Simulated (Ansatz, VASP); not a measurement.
## Cd in VASP and in Ansatz

```
CELL_PARAMETERS angstrom
2.94908 0.00000 0.00000
-1.47454 2.55398 0.00000
0.00000 0.00000 5.61765
ATOMIC_POSITIONS crystal
Cd 0.33333 0.66667 0.25000
Cd 0.66667 0.33333 0.75000
```

Change from the starting cell: strain -0.0100 x Voigt [1, 1, 0, 0, 0, 0], atoms carried along.

Alike in both runs: task single point; functional PBEsol; k mesh 18 × 18 × 8; occupations gaussian, width 0.15 eV; no spin polarisation.

|  | VASP | Ansatz |
| --- | --- | --- |
| version | VASP 6.6.1 | Ansatz 0.2.0 |
| potentials or method | VASP PAW PBE potentials, release 64 (Cd), cutoff 520 eV | scalar-relativistic, plane waves, PAW |
| valence electrons in the cell | 24 | 40 |

|  | VASP | Ansatz | Ansatz less VASP |
| --- | --- | --- | --- |
| gap on the k mesh at the Fermi level (eV) | none | none | - |
| pressure (GPa) | 0.1 | -0.3 | -0.42 |
| traceless stress, the component that is largest in VASP (GPa) | -0.16 | 0.01 | +0.164 |

VASP's potentials were made for PBE, not for PBEsol. A gap of «none» marks a metal or a gap that the smearing closes. VASP's potentials hold 24 valence electrons a cell and Ansatz's 40, so a difference there can come from the potentials and not from the codes.
